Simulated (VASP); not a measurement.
# W2O3 (Pn-3m) in VASP: further runs

W2O3 is run at these levels: PBE; tasks: single point.

All numbers are computed with VASP 6.6.1; they aren't measurements. Logs are shortened: lines on timing, memory, paths and dates and some standing lists are left out, and cuts for length are marked.

### 1 The cell of the first run

Symmetry: Pn-3m, No. 224, cubic system. Conventional cell: a = 4.820 Å, b = 4.820 Å, c = 4.820 Å, α = 90.00°, β = 90.00°, γ = 90.00°. W (site symmetry -3m) has 6 O at 2.09 Å within 2.8 Å. O (site symmetry -42m) has 4 W at 2.09 Å and 4 O at 2.41 Å within 2.8 Å.

### 2 Single point, PBE

File INCAR:

```
SYSTEM = W2O3
PREC = Accurate
ENCUT = 520
EDIFF = 1E-7
ISMEAR = -1
SIGMA = 0.06122561905347299
LREAL = .False.
LASPH = .True.
NELM = 60
ALGO = Normal
ISIF = 2
LWAVE = .False.
LCHARG = .False.
GGA = PE
NBANDS = 57
```

File KPOINTS:

```
regular mesh
0
Gamma
  12 12 12
  0 0 0
```

File POSCAR:

```
W2O3
1.0
    4.8200511170      0.0000000000      0.0000000000
    0.0000000000      4.8200511170      0.0000000000
    0.0000000000      0.0000000000      4.8200511170
W O
4 6
Direct
    0.2500000000      0.2500000000      0.2500000000
    0.7500000000      0.7500000000      0.2500000000
    0.7500000000      0.2500000000      0.7500000000
    0.2500000000      0.7500000000      0.7500000000
    0.5000000000      0.0000000000      0.0000000000
    0.0000000000      0.5000000000      0.0000000000
    0.0000000000      0.0000000000      0.5000000000
    0.5000000000      0.5000000000      0.0000000000
    0.5000000000      0.0000000000      0.5000000000
    0.0000000000      0.5000000000      0.5000000000
```

Potentials or basis: VASP PAW PBE potentials, release 64 (W_sv, O).

Run with:

```sh
cat potpaw_PBE.64/W_sv/POTCAR potpaw_PBE.64/O/POTCAR > POTCAR
mpirun -np 1 vasp_std > vasp.out
```

OUTCAR:

```text
SYSTEM = W2O3
   PREC = Accurate
   ENCUT = 520
   EDIFF = 1E-7
   ISMEAR = -1
   LREAL = .False.
   LASPH = .True.
   NELM = 60
   ISIF = 2
   GGA = PE

 ion  position               nearest neighbor table
   1  0.250  0.250  0.250-   5 2.09   6 2.09   7 2.09   8 2.09   9 2.09  10 2.09   2 3.41   3 3.41
                             4 3.41   3 3.41   4 3.41   2 3.41   4 3.41   4 3.41   2 3.41   3 3.41
   2  0.750  0.750  0.250-   5 2.09   6 2.09   7 2.09   8 2.09   9 2.09  10 2.09   1 3.41   3 3.41
                             4 3.41   3 3.41   4 3.41   1 3.41   3 3.41   3 3.41   1 3.41   4 3.41
   3  0.750  0.250  0.750-   5 2.09   6 2.09   7 2.09   8 2.09   9 2.09  10 2.09   1 3.41   2 3.41
                             4 3.41   1 3.41   2 3.41   2 3.41   4 3.41   2 3.41   1 3.41   4 3.41
   4  0.250  0.750  0.750-   5 2.09   6 2.09   7 2.09   8 2.09   9 2.09  10 2.09   1 3.41   2 3.41
                             3 3.41   1 3.41   2 3.41   1 3.41   3 3.41   1 3.41   2 3.41   3 3.41
   5  0.500  0.000  0.000-   1 2.09   2 2.09   3 2.09   4 2.09
   6  0.000  0.500  0.000-   1 2.09   2 2.09   3 2.09   4 2.09
   7  0.000  0.000  0.500-   1 2.09   2 2.09   3 2.09   4 2.09
   8  0.500  0.500  0.000-   1 2.09   2 2.09   3 2.09   4 2.09
   9  0.500  0.000  0.500-   1 2.09   2 2.09   3 2.09   4 2.09
  10  0.000  0.500  0.500-   1 2.09   2 2.09   3 2.09   4 2.09

  LATTYP: Found a simple cubic cell.
 ALAT       =     4.8200511170

  Lattice vectors:

 A1 = (   4.8200511170,   0.0000000000,   0.0000000000)
 A2 = (   0.0000000000,   4.8200511170,   0.0000000000)
 A3 = (   0.0000000000,   0.0000000000,   4.8200511170)

Analysis of symmetry for initial positions (statically):
=====================================================================
 Subroutine PRICEL returns:
 Original cell was already a primitive cell.

 Routine SETGRP: Setting up the symmetry group for a
 simple cubic supercell.

 Subroutine GETGRP returns: Found 48 space group operations
 (whereof 24 operations were pure point group operations)
 out of a pool of 48 trial point group operations.

The static configuration has the point symmetry T_d .
 The point group associated with its full space group is O_h .

Analysis of symmetry for dynamics (positions and initial velocities):
=====================================================================
 Subroutine PRICEL returns:
 Original cell was already a primitive cell.

 Routine SETGRP: Setting up the symmetry group for a
 simple cubic supercell.

 Subroutine GETGRP returns: Found 48 space group operations
 (whereof 24 operations were pure point group operations)
 out of a pool of 48 trial point group operations.

The dynamic configuration has the point symmetry T_d .
 The point group associated with its full space group is O_h .

 Subroutine INISYM returns: Found 48 space group operations
 (whereof 24 operations are pure point group operations),
 and found     1 'primitive' translations

----------------------------------------------------------------------------------------

                                     Primitive cell

  volume of cell :     111.9837

  direct lattice vectors                    reciprocal lattice vectors
     4.820051117  0.000000000  0.000000000     0.207466679  0.000000000  0.000000000
     0.000000000  4.820051117  0.000000000     0.000000000  0.207466679  0.000000000
     0.000000000  0.000000000  4.820051117     0.000000000  0.000000000  0.207466679

  length of vectors
     4.820051117  4.820051117  4.820051117     0.207466679  0.207466679  0.207466679

  position of ions in fractional coordinates (direct lattice)
     0.250000000  0.250000000  0.250000000
     0.750000000  0.750000000  0.250000000
     0.750000000  0.250000000  0.750000000
     0.250000000  0.750000000  0.750000000
     0.500000000  0.000000000  0.000000000
     0.000000000  0.500000000  0.000000000
     0.000000000  0.000000000  0.500000000
     0.500000000  0.500000000  0.000000000
     0.500000000  0.000000000  0.500000000
     0.000000000  0.500000000  0.500000000

  ion indices of the primitive-cell ions
   primitive index   ion index
                 1           1
                 2           2
                 3           3
                 4           4
                 5           5
                 6           6
                 7           7
                 8           8
                 9           9
                10          10

----------------------------------------------------------------------------------------

 KPOINTS: regular mesh

Automatic generation of k-mesh.
 Grid dimensions read from file:
 generate k-points for:   12   12   12

 Generating k-lattice:

  Cartesian coordinates                     Fractional coordinates (reciprocal lattice)
     0.017288890  0.000000000  0.000000000     0.083333333  0.000000000  0.000000000
     0.000000000  0.017288890  0.000000000     0.000000000  0.083333333  0.000000000
     0.000000000  0.000000000  0.017288890     0.000000000  0.000000000  0.083333333

  Length of vectors
     0.017288890  0.017288890  0.017288890

  Shift w.r.t. Gamma in fractional coordinates (k-lattice)
     0.000000000  0.000000000  0.000000000

 Subroutine IBZKPT returns following result:
 ===========================================

 Found     84 irreducible k-points:

 Following reciprocal coordinates:
            Coordinates               Weight
  0.000000  0.000000  0.000000      1.000000
  0.083333  0.000000  0.000000      6.000000
  0.166667  0.000000  0.000000      6.000000
  0.250000  0.000000  0.000000      6.000000
  0.333333  0.000000  0.000000      6.000000
  0.416667  0.000000  0.000000      6.000000
[... 16 lines left out ...]
  0.333333  0.333333  0.000000     12.000000
  0.416667  0.333333  0.000000     24.000000
 [... further k-points ...]
   k-points           NKPTS =     84   k-points in BZ     NKDIM =     84   number of bands    NBANDS=     57
   number of dos      NEDOS =    301   number of ions     NIONS =     10
   total plane-waves  NPLWV =  46656
   dimension x,y,z NGX =    36 NGY =   36 NGZ =   36
   dimension x,y,z NGXF=    72 NGYF=   72 NGZF=   72
   ions per type =               4   6
   NGX,Y,Z   is equivalent  to a cutoff of  12.42, 12.42, 12.42 a.u.
   NGXF,Y,Z  is equivalent  to a cutoff of  24.83, 24.83, 24.83 a.u.
 SYSTEM =  W2O3
   PREC   = accura    normal or accurate (medium, high low for compatibility)
   ISTART =      0    job   : 0-new  1-cont  2-samecut
   ICHARG =      2    charge: 1-file 2-atom 10-const
   ISPIN  =      1    spin polarized calculation?
   LNONCOLLINEAR =      F non collinear calculations
   LSORBIT =      F    spin-orbit coupling
   LASPH  =      T    aspherical Exc in radial PAW
   ENCUT  =  520.0 eV  38.22 Ry    6.18 a.u.   8.96  8.96  8.96*2*pi/ulx,y,z
   NELM   =     60;   NELMIN=  2; NELMDL= -5     # of ELM steps
   EDIFF  = 0.1E-06   stopping-criterion for ELM
   LREAL  =      F    real-space projection
   EDIFFG = 0.1E-05   stopping-criterion for IOM
   NSW    =      0    number of steps for IOM
   IBRION =     -1    ionic relax: 0-MD 1-quasi-New 2-CG
   NFREE  =      0    steps in history (QN), initial steepest desc. (CG)
   ISIF   =      2    stress and relaxation
   ISYM   =      2    0-nonsym 1-usesym 2-fastsym
   POTIM  = 0.5000    time-step for ionic-motion
   TEBEG  =    0.0;   TEEND  =   0.0 temperature during run
   PSTRESS=    0.0 pullay stress
   NELECT =      92.0000    total number of electrons
   NUPDOWN=      -1.0000    fix difference up-down
   EMIN   =  10.00;   EMAX   =-10.00  energy-range for DOS
   EFERMI =   0.00;   METHOD = LEGACY
   ISMEAR =    -1;   SIGMA  =   0.06  broadening in eV -4-tet -1-fermi 0-gaus
   EFERMI_NEDOS =   21; number of points for ismear=-14 and -15
   IALGO  =     38    algorithm
   IMIX   =      4    mixing-type and parameters
     AMIX     =   0.40;   BMIX     =  1.00
     AMIX_MAG =   1.60;   BMIX_MAG =  1.00
  volume/ion in A,a.u.               =      11.20        75.57
  Fermi-wavevector in a.u.,A,eV,Ry     =   1.533272  2.897463 31.986239  2.350922
  Thomas-Fermi vector in A             =   2.640362
   LORBIT       =      0    0 simple, 1 ext, 2 COOP (PROOUT), +10 PAW based schemes
   GGA     = PE    functional components
   LHFCALC =     F    Hartree Fock is set to
   AEXX    =    0.0000 exact exchange contribution
   IVDW    =     0    specifies the selected vdW correction
   LEPSILON=     F    determine dielectric tensor
   LRPA    =     F    only Hartree local field effects (RPA)
 non-spin polarized calculation
  energy-cutoff  :      520.00
  volume of cell :      111.98
 maximum number of plane-waves:      3048
 NGX is ok and might be reduce to    36
   NGX = 17   NGY = 17   NGZ = 17

 number of electron      91.9999936 magnetization

 Free energy of the ion-electron system (eV)
  ---------------------------------------------------
  ext. energy  EPLUGINS =         0.00000000
  ---------------------------------------------------
  free energy    TOTEN  =       -90.55860917 eV

  energy without entropy =      -90.37036439  energy(sigma->0) =      -90.46448678

 E-fermi :   9.2027     XC(G=0): -12.5349

 val. band max:        9.2021317041   @ k =   0.5000   0.2500   0.1667
 cond. band min:       9.2042168405   @ k =   0.4167   0.3333   0.3333
 fundamental gap:      0.0020851364
 Fermi energy:         9.2027100006

 k-point     1 :       0.0000    0.0000    0.0000
  band No.  band energies     occupation
      1     -66.1470      2.00000
      2     -66.1333      2.00000
      3     -66.1333      2.00000
      4     -66.1333      2.00000
      5     -30.6782      2.00000
      6     -30.6782      2.00000
[... 49 lines left out ...]
     56      12.7493      0.00000
     57      13.3106      0.00000

 k-point     2 :       0.0833    0.0000    0.0000
  band No.  band energies     occupation
      1     -66.1468      2.00000
      2     -66.1335      2.00000
      3     -66.1333      2.00000
      4     -66.1333      2.00000
      5     -30.6745      2.00000
      6     -30.6734      2.00000
[... 49 lines left out ...]
     56      12.8399      0.00000
     57      13.2748      0.00000

 k-point     3 :       0.1667    0.0000    0.0000
  band No.  band energies     occupation
      1     -66.1462      2.00000
      2     -66.1342      2.00000
      3     -66.1333      2.00000
      4     -66.1333      2.00000
      5     -30.6633      2.00000
      6     -30.6592      2.00000
[... 1194 lines left out ...]
      1     -66.1411      2.00000
      2     -66.1361      2.00000
      3     -66.1357      2.00000
      4     -66.1341      2.00000
      5     -30.5943      2.00000
      6     -30.5751      2.00000
[... 49 lines left out ...]
     56      13.0905      0.00000
     57      13.2740      0.00000

 k-point    24 :       0.4167    0.3333    0.0000
  band No.  band energies     occupation
      1     -66.1398      2.00000
      2     -66.1372      2.00000
      3     -66.1354      2.00000
      4     -66.1346      2.00000
      5     -30.5838      2.00000
      6     -30.5555      2.00000
[... 49 lines left out ...]
     56      13.0380      0.00000
     57      13.1681      0.00000

 [... further k-points ...]

------------------------ aborting loop because EDIFF is reached ----------------------------------------

  FORCE on cell =-STRESS in cart. coord.  units (eV):
  Direction    XX          YY          ZZ          XY          YZ          ZX
  --------------------------------------------------------------------------------------
  -------------------------------------------------------------------------------------
  Total        5.0021129      5.0021129      5.0021129     -0.0000000      0.0000000     -0.0000000
  in kB       71.5663953     71.5663953     71.5663953     -0.0000000      0.0000000     -0.0000000
  external PRESSURE =      71.5663953 kB  Pullay stress =       0.0000000 kB

 VOLUME and BASIS-vectors are now :
 -----------------------------------------------------------------------------
  energy-cutoff  :      520.00
  volume of cell :      111.98
      direct lattice vectors                 reciprocal lattice vectors
     4.820051117  0.000000000  0.000000000     0.207466679  0.000000000  0.000000000
     0.000000000  4.820051117  0.000000000     0.000000000  0.207466679  0.000000000
     0.000000000  0.000000000  4.820051117     0.000000000  0.000000000  0.207466679

 POSITION                                       TOTAL-FORCE (eV/Angst)
 -----------------------------------------------------------------------------------
      1.20501      1.20501      1.20501         0.000000      0.000000     -0.000000
      3.61504      3.61504      1.20501        -0.000000      0.000000      0.000000
      3.61504      1.20501      3.61504         0.000000     -0.000000      0.000000
      1.20501      3.61504      3.61504        -0.000000      0.000000      0.000000
      2.41003      0.00000      0.00000        -0.000000      0.000000     -0.000000
      0.00000      2.41003      0.00000         0.000000     -0.000000     -0.000000
      0.00000      0.00000      2.41003         0.000000     -0.000000     -0.000000
      2.41003      2.41003      0.00000        -0.000000     -0.000000     -0.000000
      2.41003      0.00000      2.41003        -0.000000     -0.000000     -0.000000
      0.00000      2.41003      2.41003        -0.000000     -0.000000     -0.000000
 -----------------------------------------------------------------------------------
    total drift:                               -0.000000      0.000000     -0.000000

  FREE ENERGIE OF THE ION-ELECTRON SYSTEM (eV)
  ---------------------------------------------------
  free  energy   TOTEN  =       -90.5586091694 eV

  energy  without entropy=      -90.3703643901  energy(sigma->0) =      -90.46448678
```

Run time: 14 min. Hardware: 1 thread of Intel Xeon 8259CL, shared host; peak memory 0.47 GiB.

Results:

| Quantity | Value |
| --- | --- |
| Free energy | -90.5586 eV |
| Pressure | 7.2 GPa |
| Band gap on the k mesh | zero (bands 46 and 47 overlap by 0.31 eV) |

Levels at points of the mesh, in eV from the Fermi level:
```tsv
k point	band 43	band 44	band 45	band 46	band 47	band 48	band 49	band 50
(0.00, 0.00, 0.00)	-1.03	-1.03	-0.54	-0.54	0.86	0.86	0.86	1.62
(0.50, 0.00, 0.00)	-0.24	-0.24	0.10	0.10	0.24	0.24	0.51	0.51
(0.50, 0.50, 0.00)	-0.62	-0.62	-0.22	-0.22	0.07	0.07	1.07	1.07
(0.50, 0.50, 0.50)	-0.75	-0.75	0.01	0.01	0.15	0.15	0.15	1.29
```

Caveat: the cell stands under pressure; spin-orbit coupling is left out, which moves the levels of the heavy elements.

### 3 Single point, PBE

This run uses another cell than the first one, of 10.74 Å³/atom.

File INCAR:

```
SYSTEM = W2O3
ALGO = Normal ; EDIFF = 1E-6
ENCUT = 520 ; GGA = PE
ISIF = 2 ; ISMEAR = -1
LASPH = .TRUE. ; LCHARG = .TRUE.
LELF = .TRUE. ; LREAL = .FALSE.
LVHAR = .TRUE. ; LWAVE = .FALSE.
NBANDS = 57 ; NELM = 100
PREC = Accurate ; SIGMA = 0.06122561905347299
```

File KPOINTS:

```
k-points
0
G
  12 12 12
  0 0 0
```

POSCAR: that of step 2 with these lines changed.

```diff
@@ -2,5 +2,5 @@
 1.0
-    4.8200511170      0.0000000000      0.0000000000
-    0.0000000000      4.8200511170      0.0000000000
-    0.0000000000      0.0000000000      4.8200511170
+    4.7535591604      0.0000000000      0.0000000000
+    0.0000000000      4.7535591604      0.0000000000
+    0.0000000000      0.0000000000      4.7535591604
 W O
```

Potentials or basis: VASP PAW PBE potentials, release 64 (W_sv, O).

Run with:

```sh
cat potpaw_PBE.64/W_sv/POTCAR potpaw_PBE.64/O/POTCAR > POTCAR
mpirun -np 1 vasp_std > vasp.out
```

Run time: 8 min. Hardware: 1 thread of AMD EPYC 7R43 (Zen 3), shared host; peak memory 0.42 GiB.

Results (log left out):

```
Free energy            : -90.1596 eV
Pressure               : 20.8 GPa
Band gap on the k mesh : zero (bands 46 and 47 overlap by 0.33 eV)
```

Levels at points of the mesh, in eV from the Fermi level:
| k point | band 43 | band 44 | band 45 | band 46 | band 47 | band 48 | band 49 | band 50 |
| --- | --- | --- | --- | --- | --- | --- | --- | --- |
| (0.00, 0.00, 0.00) | -1.10 | -1.10 | -0.58 | -0.58 | 0.93 | 0.93 | 0.93 | 1.61 |
| (0.50, 0.00, 0.00) | -0.24 | -0.24 | 0.10 | 0.10 | 0.26 | 0.26 | 0.55 | 0.55 |
| (0.50, 0.50, 0.00) | -0.67 | -0.67 | -0.24 | -0.24 | 0.08 | 0.08 | 1.16 | 1.16 |
| (0.50, 0.50, 0.50) | -0.78 | -0.78 | 0.01 | 0.01 | 0.16 | 0.16 | 0.16 | 1.40 |

Caveat: the cell stands under pressure; spin-orbit coupling is left out, which moves the levels of the heavy elements.

### 4 Single point, PBE

This run uses another cell than the first one, of 11.66 Å³/atom.

File INCAR:

```
SYSTEM = W2O3
PREC = Accurate ; ENCUT = 520
EDIFF = 1E-7 ; ISMEAR = -1
SIGMA = 0.06122561905347299 ; LREAL = .FALSE.
LASPH = .TRUE. ; NELM = 100
ALGO = Normal ; ISIF = 2
LWAVE = .FALSE. ; LCHARG = .FALSE.
GGA = PE ; NBANDS = 57
```

File KPOINTS:

```
regular mesh
0
G
  12 12 12
  0 0 0
```

POSCAR: that of step 3 with these lines changed.

```diff
@@ -2,5 +2,5 @@
 1.0
-    4.7535591604      0.0000000000      0.0000000000
-    0.0000000000      4.7535591604      0.0000000000
-    0.0000000000      0.0000000000      4.7535591604
+    4.8847575109      0.0000000000      0.0000000000
+    0.0000000000      4.8847575109      0.0000000000
+    0.0000000000      0.0000000000      4.8847575109
 W O
```

Run with:

```sh
cat potpaw_PBE.64/W_sv/POTCAR potpaw_PBE.64/O/POTCAR > POTCAR
mpirun -np 1 vasp_std > vasp.out
```

Wall time 11 min (1 thread of Intel Xeon 8259CL, shared host); peak memory 0.48 GiB.

It converged, with:

| Quantity | Value |
| --- | --- |
| Free energy | -90.6082 eV |
| Pressure | -3.8 GPa |
| Band gap on the k mesh | zero (bands 46 and 47 overlap by 0.29 eV) |

Levels at points of the mesh, in eV from the Fermi level:
```tsv
k point	band 44	band 45	band 46	band 47	band 48	band 49
(0.00, 0.00, 0.00)	-0.97	-0.51	-0.51	0.79	0.79	0.79
(0.50, 0.00, 0.00)	-0.24	0.09	0.09	0.22	0.22	0.48
(0.50, 0.50, 0.00)	-0.57	-0.20	-0.20	0.06	0.06	0.99
(0.50, 0.50, 0.50)	-0.72	0.01	0.01	0.14	0.14	0.14
```

Caveat: the cell stands under tension; spin-orbit coupling is left out, which moves the levels of the heavy elements.

### 5 Overview

```csv
cell,gap on the mesh (eV),pressure (GPa)
"a = 4.820 Å, 10 atoms",none,7.2
"a = 4.754 Å, 10 atoms",none,20.8
"a = 4.885 Å, 10 atoms",none,-3.8
```

Alike in all rows: task single point; level PBE; potentials or basis VASP PAW PBE potentials, release 64 (W_sv, O); no spin polarisation; k mesh 12 × 12 × 12; cutoff (eV) 520; smearing fermi-dirac 0.0612256 eV.

Caveats: spin-orbit coupling is left out, which moves the levels of the heavy elements; the cell stands under pressure (at least some runs); the cell stands under tension (at least some runs).

Absolute energies hang on the potentials; compare differences alone.
